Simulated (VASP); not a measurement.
Here is a VASP 6.6.1 calculation.

Contents of INCAR:

```
SYSTEM = V
PREC = Accurate ; ENCUT = 500
EDIFF = 1E-6 ; ISMEAR = -1
SIGMA = 0.1 ; LREAL = .False.
LASPH = .True. ; NELM = 120
ALGO = Normal ; ISIF = 2
LWAVE = .False. ; LCHARG = .True.
GGA = PE ; LELF = .True.
LVHAR = .True. ; NBANDS = 12
GGA_COMPAT = .False.
```

Contents of KPOINTS:

```
regular mesh
0
Gamma
  12 12 12
  0 0 0
```

POSCAR

```
V
1.0
   -1.4950000000      1.4950000000      1.4950000000
    1.4950000000     -1.4950000000      1.4950000000
    1.4950000000      1.4950000000     -1.4950000000
V
1
Direct
    0.0000000000      0.0000000000      0.0000000000
```

Potentials or basis: VASP PAW PBE potentials, release 64 (V_sv).

The run is started by

```console
$ cat potpaw_PBE.64/V_sv/POTCAR > POTCAR
$ mpirun -np 1 vasp_std > vasp.out
```

Problem. Predict the pressure.

Solution. 1.7 GPa.

Problem. Predict the band gap on the k mesh.

Solution. Zero (an odd number of electrons rules out a gap without spin polarisation).
